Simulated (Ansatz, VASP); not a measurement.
# Two plane-wave programs on HfO2

```
CELL_PARAMETERS angstrom
4.88122 0.00000 0.00000
0.00000 4.88122 0.00000
0.00000 0.00000 3.23789
ATOMIC_POSITIONS crystal
Hf 0.00000 0.00000 0.00000
Hf 0.50000 0.50000 0.50000
O 0.17212 0.78248 0.50000
O 0.32788 0.28248 0.00000
O 0.67212 0.71752 0.00000
O 0.82788 0.21752 0.50000
```

Change from the starting cell: mode 4 frozen in at +0.000 Å and mode 5 at -0.157 Å (largest displacements).

Alike in both runs: task single point; functional PBE; k mesh 6 × 6 × 8; occupations gaussian, width 0.05 eV; no spin polarisation.

```csv
,VASP,Ansatz
version,VASP 6.6.1,Ansatz 0.2.0
potentials or method,"VASP PAW PBE potentials, release 64 (Hf_pv, O), cutoff 520 eV","scalar-relativistic, plane waves, PAW"
valence electrons in the cell,44,76
```

Ansatz gave:

* gap on the k mesh at the Fermi level (eV): 3.94
* least direct gap on the mesh (eV): 3.94
* pressure (GPa): -1.4
* traceless stress, the component that is largest in VASP (GPa): 0.83
* rms of the force components (eV/Å): 0.098

Q: Which values does VASP return?

A: gap on the k mesh at the Fermi level (eV): 3.88; least direct gap on the mesh (eV): 3.88; pressure (GPa): -4.2; traceless stress, the component that is largest in VASP (GPa): 1.12; rms of the force components (eV/Å): 0.122.

Atom by atom the forces differ by 0.028 eV/Å (rms over components). VASP's potentials hold 44 valence electrons a cell and Ansatz's 76, so a difference there can come from the potentials and not from the codes.

Neither program's run includes spin-orbit coupling.
